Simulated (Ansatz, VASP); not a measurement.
## Two plane-wave programs on WS2

Contents of INCAR:

```
SYSTEM = WS2
PREC     = Accurate       ! precision mode
ENCUT    = 520            ! plane-wave cutoff, eV
EDIFF    = 1E-6           ! SCF threshold, eV
ISMEAR   = 0              ! smearing method
SIGMA    = 0.05           ! smearing width, eV
LREAL    = .False.        ! projectors in reciprocal space
LASPH    = .True.         ! aspherical terms in the spheres
NELM     = 60             ! most SCF steps
ALGO     = Normal         ! electronic algorithm
ISIF     = 2              ! what is computed and relaxed
LWAVE    = .False.        ! write WAVECAR
LCHARG   = .False.        ! write CHGCAR
LDIPOL   = .True.       
IDIPOL   = 3            
DIPOL    = 0.5 0.5 0.383
GGA      = PE             ! functional
IVDW     = 12             ! dispersion correction
NBANDS   = 35             ! bands
```

The input KPOINTS:

```
regular mesh
0
Gamma
  9 9 1
  0 0 0
```

The input POSCAR:

```
WS2
1.0
    3.1595457497      0.0000000000      0.0000000000
   -1.5797728749      2.7362468836      0.0000000000
    0.0000000000      0.0000000000     23.8042575719
S W
4 2
Direct
    0.3333333333      0.6666666667      0.1890418126
    0.3333333333      0.6666666667      0.3214605103
    0.5000000000      0.6666666667      0.4449678279
    0.5000000000      0.6666666667      0.5773865255
    0.6666666667      0.3333333333      0.2552511581
    0.8333333333      0.3333333333      0.5111771733
```

Input for Ansatz:

```yaml
crystal:
  lattice:
    - [3.1595457497, 0.0, 0.0]
    - [-1.5797728749, 2.7362468836, 0.0]
    - [0.0, 0.0, 23.8042575719]
  atoms:
    - { symbol: S, position: [0.3333333333, 0.6666666667, 0.1890418126] }
    - { symbol: W, position: [0.6666666667, 0.3333333333, 0.2552511581] }
    - { symbol: S, position: [0.3333333333, 0.6666666667, 0.3214605103] }
    - { symbol: S, position: [0.5, 0.6666666667, 0.4449678279] }
    - { symbol: W, position: [0.8333333333, 0.3333333333, 0.5111771733] }
    - { symbol: S, position: [0.5, 0.6666666667, 0.5773865255] }
basis:
  ecutwfc: 420
kpoints:
  mp_grid: { grid: [9, 9, 1] }
hamiltonian:
  xc: pbe
  pseudopotentials: { kind: paw, azcp: { folder: soft_1 } }
  dispersion: d3bj
scf:
  occupations: { method: gaussian, width: 0.05 }
output:
  forces: true
  eigenvalues: true
efield:
  axis: 3
  dipole_correction: true
  ramp_width: 0.04
```

Alike in both runs: task single point; functional PBE; dispersion D3(BJ); k mesh 9 × 9 × 1; occupations gaussian, width 0.05 eV; no spin polarisation.

```csv
,VASP,Ansatz
version,VASP 6.6.1,Ansatz 0.2.0
potentials or method,"VASP PAW PBE potentials, release 64 (S, W_sv), cutoff 520 eV","scalar-relativistic, plane waves, PAW"
valence electrons in the cell,52,52
```

Ansatz gave:

```
gap on the k mesh at the Fermi level (eV) : 1.27
least direct gap on the mesh (eV)         : 1.87
rms of the force components (eV/Å)        : 0.178
```

**Question.** Which values does VASP return?

**Answer.** gap on the k mesh at the Fermi level (eV): 1.28; least direct gap on the mesh (eV): 1.88; rms of the force components (eV/Å): 0.178.

Spin-orbit coupling is off throughout.
